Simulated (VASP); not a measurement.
Write the native input for VASP 6.6.1 that does the following.

* Task: single point
* Functional: PBE
* Potentials or basis: VASP PAW PBE potentials, release 64 (Sc_sv, Ga_d, Sb, As)
* Cutoff: 520 eV
* k mesh: 10 × 10 × 6
* Occupations: gaussian, width 0.1 eV
* Spin: no spin polarisation
* Dipole correction: no
* Further INCAR settings: ALGO = Normal; EDIFF = 1e-06; NBANDS = 34

The structure of Sc2GaSbAs2 lies in POSCAR:

```
Sc2GaSbAs2
1.0
    3.9583917737      0.0000000000      0.0000000000
    0.0000000000      3.9583917737      0.0000000000
    0.0000000000      0.0000000000      8.0514516145
Sc Ga Sb As
2 1 1 2
Direct
    0.5000000000      0.0000000000      0.3234104548
    0.0000000000      0.5000000000      0.6765895452
    0.0000000000      0.0000000000      0.0000000000
    0.5000000000      0.5000000000      0.0000000000
    0.5000000000      0.0000000000      0.6634808329
    0.0000000000      0.5000000000      0.3365191671
```

The cell was generated, and may not be a known phase.

These files were run (other wordings do the same):

INCAR

```
PREC     = Accurate       # precision mode
ENCUT    = 520            # plane-wave cutoff, eV
EDIFF    = 1E-6           # SCF threshold, eV
ISMEAR   = 0              # smearing method
SIGMA    = 0.1            # smearing width, eV
LREAL    = F              # projectors in reciprocal space
LASPH    = T              # aspherical terms in the spheres
NELM     = 80             # most SCF steps
ALGO     = Normal         # electronic algorithm
ISIF     = 2              # what is computed and relaxed
LWAVE    = F              # write WAVECAR
LCHARG   = F              # write CHGCAR
GGA      = PE             # functional
NBANDS   = 34             # bands
```

KPOINTS

```
Automatic mesh
0
Gamma
  10 10 6
```

Potentials or basis: VASP PAW PBE potentials, release 64 (Sc_sv, Ga_d, Sb, As).

Run with:

```console
$ cat potpaw_PBE.64/Sc_sv/POTCAR potpaw_PBE.64/Ga_d/POTCAR potpaw_PBE.64/Sb/POTCAR potpaw_PBE.64/As/POTCAR > POTCAR
$ mpirun -np 1 vasp_std > vasp.out
```

It gave:

```json
{
 "Pressure": "0.2 GPa",
 "Largest force": "0.016 eV/Å",
 "Band gap on the k mesh": "zero (bands 25 and 26 overlap by 2.02 eV)"
}
```

Caveat: spin-orbit coupling is left out, which moves the levels of the heavy elements.

It took 3.7 min on 1 thread of AMD EPYC 9R45 96-Core Processor (Zen 5), with other jobs on the host, peak memory 0.47 GiB.
